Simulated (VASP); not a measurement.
# Sr (Im-3m) in VASP: further runs

The runs below take Sr through single point, relaxation of cell and atoms, with PBE.

Program: VASP 6.6.1. These are calculated values, not measurements. Logs are shortened: lines on timing, memory, paths and dates and some standing lists are left out, and cuts for length are marked.

## Step 1: The cell of the first run

The structure is cubic, space group Im-3m (No. 229). Conventional cell: a = 3.630 Å, b = 3.630 Å, c = 3.630 Å, α = 90.00°, β = 90.00°, γ = 90.00°. Sr (site symmetry m-3m) has 14 Sr at 3.14 to 3.63 Å within 4.1 Å.

This isn't the form of Sr at room conditions, which is fcc.

## Step 2: Single point, PBE

INCAR reads:

```
ALGO = Normal ; EDIFF = 1E-6
ENCUT = 520 ; GGA = PE
ISIF = 2 ; ISMEAR = -1
LASPH = T ; LCHARG = F
LREAL = F ; LWAVE = F
NBANDS = 11 ; NELM = 60
PREC = Accurate ; SIGMA = 0.05
```

KPOINTS reads:

```
k-points
0
Gamma
  15 15 15
```

POSCAR reads:

```
Sr
1.0
   -1.8149733021      1.8149733021      1.8149733021
    1.8149733021     -1.8149733021      1.8149733021
    1.8149733021      1.8149733021     -1.8149733021
Sr
1
Direct
    0.0000000000      0.0000000000      0.0000000000
```

Potentials or basis: VASP PAW PBE potentials, release 64 (Sr_sv).

Command:

```bash
$ cat potpaw_PBE.64/Sr_sv/POTCAR > POTCAR
$ mpirun -np 1 vasp_std > vasp.out
```

OUTCAR:

```text
EDIFF = 1E-6
   ENCUT = 520
   GGA = PE
   ISIF = 2
   ISMEAR = -1
   LASPH = T
   LREAL = F
   NELM = 60
   PREC = Accurate

 ion  position               nearest neighbor table
   1  0.000  0.000  0.000-

  LATTYP: Found a body centered cubic cell.
 ALAT       =     3.6299466042

  Lattice vectors:

 A1 = (  -1.8149733021,   1.8149733021,   1.8149733021)
 A2 = (   1.8149733021,  -1.8149733021,   1.8149733021)
 A3 = (   1.8149733021,   1.8149733021,  -1.8149733021)

Analysis of symmetry for initial positions (statically):
=====================================================================
 Subroutine PRICEL returns:
 Original cell was already a primitive cell.

 Routine SETGRP: Setting up the symmetry group for a
 body centered cubic supercell.

 Subroutine GETGRP returns: Found 48 space group operations
 (whereof 48 operations were pure point group operations)
 out of a pool of 48 trial point group operations.

The static configuration has the point symmetry O_h .

Analysis of symmetry for dynamics (positions and initial velocities):
=====================================================================
 Subroutine PRICEL returns:
 Original cell was already a primitive cell.

 Routine SETGRP: Setting up the symmetry group for a
 body centered cubic supercell.

 Subroutine GETGRP returns: Found 48 space group operations
 (whereof 48 operations were pure point group operations)
 out of a pool of 48 trial point group operations.

The dynamic configuration has the point symmetry O_h .

 Subroutine INISYM returns: Found 48 space group operations
 (whereof 48 operations are pure point group operations),
 and found     1 'primitive' translations

----------------------------------------------------------------------------------------

                                     Primitive cell

  volume of cell :      23.9150

  direct lattice vectors                    reciprocal lattice vectors
    -1.814973302  1.814973302  1.814973302     0.000000000  0.275486146  0.275486146
     1.814973302 -1.814973302  1.814973302     0.275486146  0.000000000  0.275486146
     1.814973302  1.814973302 -1.814973302     0.275486146  0.275486146  0.000000000

  length of vectors
     3.143625974  3.143625974  3.143625974     0.389596244  0.389596244  0.389596244

  position of ions in fractional coordinates (direct lattice)
     0.000000000  0.000000000  0.000000000

  ion indices of the primitive-cell ions
   primitive index   ion index
                 1           1

----------------------------------------------------------------------------------------

 KPOINTS: k-points

Automatic generation of k-mesh.
 Grid dimensions read from file:
 generate k-points for:   15   15   15

 Generating k-lattice:

  Cartesian coordinates                     Fractional coordinates (reciprocal lattice)
     0.000000000  0.018365743  0.018365743     0.066666667  0.000000000  0.000000000
     0.018365743  0.000000000  0.018365743     0.000000000  0.066666667  0.000000000
     0.018365743  0.018365743  0.000000000     0.000000000  0.000000000  0.066666667

  Length of vectors
     0.025973083  0.025973083  0.025973083

  Shift w.r.t. Gamma in fractional coordinates (k-lattice)
     0.000000000  0.000000000  0.000000000

 Subroutine IBZKPT returns following result:
 ===========================================

 Found    120 irreducible k-points:

 Following reciprocal coordinates:
            Coordinates               Weight
  0.000000  0.000000  0.000000      1.000000
  0.066667  0.000000  0.000000     12.000000
  0.133333  0.000000  0.000000     12.000000
  0.200000  0.000000  0.000000     12.000000
  0.266667  0.000000  0.000000     12.000000
  0.333333  0.000000  0.000000     12.000000
[... 16 lines left out ...]
  0.333333  0.200000  0.000000     48.000000
  0.400000  0.200000  0.000000     24.000000
 [... further k-points ...]
   k-points           NKPTS =    120   k-points in BZ     NKDIM =    120   number of bands    NBANDS=     11
   number of dos      NEDOS =    301   number of ions     NIONS =      1
   total plane-waves  NPLWV =  13824
   dimension x,y,z NGX =    24 NGY =   24 NGZ =   24
   dimension x,y,z NGXF=    48 NGYF=   48 NGZF=   48
   ions per type =               1
   NGX,Y,Z   is equivalent  to a cutoff of  12.69, 12.69, 12.69 a.u.
   NGXF,Y,Z  is equivalent  to a cutoff of  25.38, 25.38, 25.38 a.u.
 SYSTEM =  unknown system
   PREC   = accura    normal or accurate (medium, high low for compatibility)
   ISTART =      0    job   : 0-new  1-cont  2-samecut
   ICHARG =      2    charge: 1-file 2-atom 10-const
   ISPIN  =      1    spin polarized calculation?
   LNONCOLLINEAR =      F non collinear calculations
   LSORBIT =      F    spin-orbit coupling
   LASPH  =      T    aspherical Exc in radial PAW
   ENCUT  =  520.0 eV  38.22 Ry    6.18 a.u.   5.85  5.85  5.85*2*pi/ulx,y,z
   NELM   =     60;   NELMIN=  2; NELMDL= -5     # of ELM steps
   EDIFF  = 0.1E-05   stopping-criterion for ELM
   LREAL  =      F    real-space projection
   EDIFFG = 0.1E-04   stopping-criterion for IOM
   NSW    =      0    number of steps for IOM
   IBRION =     -1    ionic relax: 0-MD 1-quasi-New 2-CG
   NFREE  =      0    steps in history (QN), initial steepest desc. (CG)
   ISIF   =      2    stress and relaxation
   ISYM   =      2    0-nonsym 1-usesym 2-fastsym
   POTIM  = 0.5000    time-step for ionic-motion
   TEBEG  =    0.0;   TEEND  =   0.0 temperature during run
   PSTRESS=    0.0 pullay stress
   NELECT =      10.0000    total number of electrons
   NUPDOWN=      -1.0000    fix difference up-down
   EMIN   =  10.00;   EMAX   =-10.00  energy-range for DOS
   EFERMI =   0.00;   METHOD = LEGACY
   ISMEAR =    -1;   SIGMA  =   0.05  broadening in eV -4-tet -1-fermi 0-gaus
   EFERMI_NEDOS =   21; number of points for ismear=-14 and -15
   IALGO  =     38    algorithm
   IMIX   =      4    mixing-type and parameters
     AMIX     =   0.40;   BMIX     =  1.00
     AMIX_MAG =   1.60;   BMIX_MAG =  1.00
  volume/ion in A,a.u.               =      23.92       161.39
  Fermi-wavevector in a.u.,A,eV,Ry     =   1.224197  2.313397 20.390479  1.498658
  Thomas-Fermi vector in A             =   2.359280
   LORBIT       =      0    0 simple, 1 ext, 2 COOP (PROOUT), +10 PAW based schemes
   GGA     = PE    functional components
   LHFCALC =     F    Hartree Fock is set to
   AEXX    =    0.0000 exact exchange contribution
   IVDW    =     0    specifies the selected vdW correction
   LEPSILON=     F    determine dielectric tensor
   LRPA    =     F    only Hartree local field effects (RPA)
 non-spin polarized calculation
  energy-cutoff  :      520.00
  volume of cell :       23.92
 maximum number of plane-waves:       670
   NGX = 11   NGY = 11   NGZ = 11

 number of electron      10.0000000 magnetization

 Free energy of the ion-electron system (eV)
  ---------------------------------------------------
  ext. energy  EPLUGINS =         0.00000000
  ---------------------------------------------------
  free energy    TOTEN  =         0.16816257 eV

  energy without entropy =        0.17486247  energy(sigma->0) =        0.17151252

 E-fermi :   5.3395     XC(G=0): -10.4358

 val. band max:        5.3383660493   @ k =   0.2000   0.1333   0.1333
 cond. band min:       5.3423086314   @ k =  -0.3333   0.3333   0.2667
 fundamental gap:      0.0039425821
 Fermi energy:         5.3395160500

 k-point     1 :       0.0000    0.0000    0.0000
  band No.  band energies     occupation
      1     -30.3423      2.00000
      2     -11.1547      2.00000
      3     -11.1547      2.00000
      4     -11.1547      2.00000
      5       1.5243      2.00000
      6       8.7605      0.00000
      7       8.7605      0.00000
      8       8.7605      0.00000
      9      11.4717      0.00000
     10      11.4717      0.00000
     11      17.3097      0.00000

 k-point     2 :       0.0667    0.0000    0.0000
  band No.  band energies     occupation
      1     -30.3234      2.00000
      2     -11.2785      2.00000
      3     -11.1870      2.00000
      4     -11.1570      2.00000
      5       1.7264      2.00000
      6       8.5916      0.00000
      7       8.6792      0.00000
      8       8.9545      0.00000
      9      11.1641      0.00000
     10      11.4440      0.00000
     11      17.5439      0.00000

 k-point     3 :       0.1333    0.0000    0.0000
  band No.  band energies     occupation
      1     -30.2696      2.00000
      2     -11.6141      2.00000
      3     -11.2771      2.00000
      4     -11.1636      2.00000
      5       2.2751      2.00000
      6       8.1650      0.00000
      7       8.3345      0.00000
      8       9.5269      0.00000
      9      10.7962      0.00000
     10      11.4027      0.00000
     11      18.1462      0.00000

 k-point     4 :       0.2000    0.0000    0.0000
  band No.  band energies     occupation
      1     -30.1890      2.00000
      2     -12.0757      2.00000
      3     -11.4061      2.00000
      4     -11.1735      2.00000
      5       3.0002      2.00000
      6       7.6340      0.00000
      7       7.7888      0.00000
      8      10.4493      0.00000
      9      10.8632      0.00000
     10      11.4307      0.00000
     11      18.7361      0.00000
[... 239 lines left out ...]
 k-point    22 :       0.2667    0.2000    0.0000
  band No.  band energies     occupation
      1     -29.9097      2.00000
      2     -13.1077      2.00000
      3     -12.0372      2.00000
      4     -11.3931      2.00000
      5       4.8570      1.99987
      6       6.3150      0.00000
      7       7.4220      0.00000
      8      11.1072      0.00000
      9      12.9115      0.00000
     10      15.0485      0.00000
     11      18.2081      0.00000

 k-point    23 :       0.3333    0.2000    0.0000
  band No.  band energies     occupation
      1     -29.8617      2.00000
      2     -13.2251      2.00000
      3     -12.2012      2.00000
      4     -11.4119      2.00000
      5       4.7871      1.99997
      6       6.3649      0.00000
      7       7.7383      0.00000
      8      11.4160      0.00000
      9      12.9805      0.00000
     10      16.2757      0.00000
     11      18.0029      0.00000

 k-point    24 :       0.4000    0.2000    0.0000
  band No.  band energies     occupation
      1     -29.8446      2.00000
      2     -13.2637      2.00000
      3     -12.2619      2.00000
      4     -11.4180      2.00000
      5       4.7339      1.99999
      6       6.3887      0.00000
      7       7.9003      0.00000
      8      11.4683      0.00000
      9      13.1312      0.00000
     10      17.1810      0.00000
     11      17.3707      0.00000

 [... further k-points ...]

------------------------ aborting loop because EDIFF is reached ----------------------------------------

  FORCE on cell =-STRESS in cart. coord.  units (eV):
  Direction    XX          YY          ZZ          XY          YZ          ZX
  --------------------------------------------------------------------------------------
  -------------------------------------------------------------------------------------
  Total        4.9886792      4.9886792      4.9886792     -0.0000000     -0.0000000     -0.0000000
  in kB      334.2146191    334.2146191    334.2146191     -0.0000000     -0.0000000     -0.0000000
  external PRESSURE =     334.2146191 kB  Pullay stress =       0.0000000 kB

 VOLUME and BASIS-vectors are now :
 -----------------------------------------------------------------------------
  energy-cutoff  :      520.00
  volume of cell :       23.92
      direct lattice vectors                 reciprocal lattice vectors
    -1.814973302  1.814973302  1.814973302     0.000000000  0.275486146  0.275486146
     1.814973302 -1.814973302  1.814973302     0.275486146  0.000000000  0.275486146
     1.814973302  1.814973302 -1.814973302     0.275486146  0.275486146  0.000000000

 POSITION                                       TOTAL-FORCE (eV/Angst)
 -----------------------------------------------------------------------------------
      0.00000      0.00000      0.00000        -0.000000      0.000000      0.000000
 -----------------------------------------------------------------------------------
    total drift:                                0.000000      0.000000      0.000000

  FREE ENERGIE OF THE ION-ELECTRON SYSTEM (eV)
  ---------------------------------------------------
  free  energy   TOTEN  =         0.1681625709 eV

  energy  without entropy=        0.1748624676  energy(sigma->0) =        0.17151252
```

It took 7.3 s on 1 thread of Intel Xeon 6975P-C (Granite Rapids), shared host; peak memory 0.16 GiB.

Results:

```
Free energy            : 0.1682 eV
Pressure               : 33.4 GPa
Band gap on the k mesh : zero (bands 5 and 6 overlap by 2.96 eV)
```

Levels at points of the mesh, in eV from the Fermi level:
| k point | band 1 | band 2 | band 3 | band 4 | band 5 | band 6 | band 7 | band 8 | band 9 | band 10 |
| --- | --- | --- | --- | --- | --- | --- | --- | --- | --- | --- |
| (0.00, 0.00, 0.00) | -35.68 | -16.49 | -16.49 | -16.49 | -3.82 | 3.42 | 3.42 | 3.42 | 6.13 | 6.13 |

Caveat: the cell stands under pressure.

## Step 3: Relaxation of cell and atoms, PBE, target pressure 33 GPa, at which the enthalpy is minimised

INCAR reads:

```
SYSTEM = Sr
PREC     = Accurate       ! precision mode
ENCUT    = 600            ! plane-wave cutoff, eV
EDIFF    = 1E-7           ! SCF threshold, eV
ISMEAR   = -1             ! smearing method
SIGMA    = 0.05           ! smearing width, eV
LREAL    = .False.        ! projectors in reciprocal space
LASPH    = .True.         ! aspherical terms in the spheres
NELM     = 80             ! most SCF steps
ALGO     = Normal         ! electronic algorithm
ISIF     = 3              ! what is computed and relaxed
LWAVE    = .False.        ! write WAVECAR
LCHARG   = .False.        ! write CHGCAR
GGA      = PE             ! functional
IBRION   = 2              ! ionic algorithm
NSW      = 32             ! ionic steps
EDIFFG   = -0.005         ! ionic threshold
PSTRESS  = 330.0
```

KPOINTS reads:

```
Automatic mesh
0
Gamma
  15 15 15
  0 0 0
```

POSCAR is that of step 2.

Potentials or basis: VASP PAW PBE potentials, release 64 (Sr_sv).

Command:

```bash
$ cat potpaw_PBE.64/Sr_sv/POTCAR > POTCAR
$ mpirun -np 1 vasp_std > vasp.out
```

Wall time 40 s (1 thread of Intel Xeon 6975P-C (Granite Rapids), shared host); peak memory 0.18 GiB.

The run converged. Its results:

* Free energy: 0.1428 eV
* Relaxed volume: 24.04 Å³/atom
* Relaxed cell: a = 3.149 Å, b = 3.149 Å, c = 3.149 Å, α = 109.47°, β = 109.47°, γ = 109.47°
* Space group after relaxing (to 0.1 Å): Im-3m (No. 229)
* Energy change on relaxing (the run minimises the enthalpy): -25.4 meV/atom
* Ionic steps: 3
* Pressure after relaxing: 33.0 GPa
* Band gap on the k mesh: zero (bands 5 and 6 overlap by 2.94 eV)

The path:
| step | energy change (eV) | largest force (eV/Å) | pressure (GPa) | volume (Å³) |
| --- | --- | --- | --- | --- |
| 1 | 0.0000 | 0.0000 | 33.43 | 23.92 |
| 2 | -0.0462 | 0.0000 | 32.65 | 24.14 |
| 3 | -0.0254 | 0.0000 | 33.00 | 24.04 |

Final structure:
```xyz
1
Lattice="-1.8181 1.8181 1.8181 1.8181 -1.8181 1.8181 1.8181 1.8181 -1.8181" Properties=species:S:1:pos:R:3 pbc="T T T"
Sr    0.0000    0.0000    0.0000
```

Levels at points of the mesh, in eV from the Fermi level:
| k point | band 2 | band 3 | band 4 | band 5 | band 6 | band 7 | band 8 | band 9 |
| --- | --- | --- | --- | --- | --- | --- | --- | --- |
| (0.00, 0.00, 0.00) | -16.50 | -16.50 | -16.50 | -3.82 | 3.42 | 3.42 | 3.42 | 6.12 |

Caveat: the cell is relaxed towards a set pressure, so the run minimises the enthalpy, not the energy.
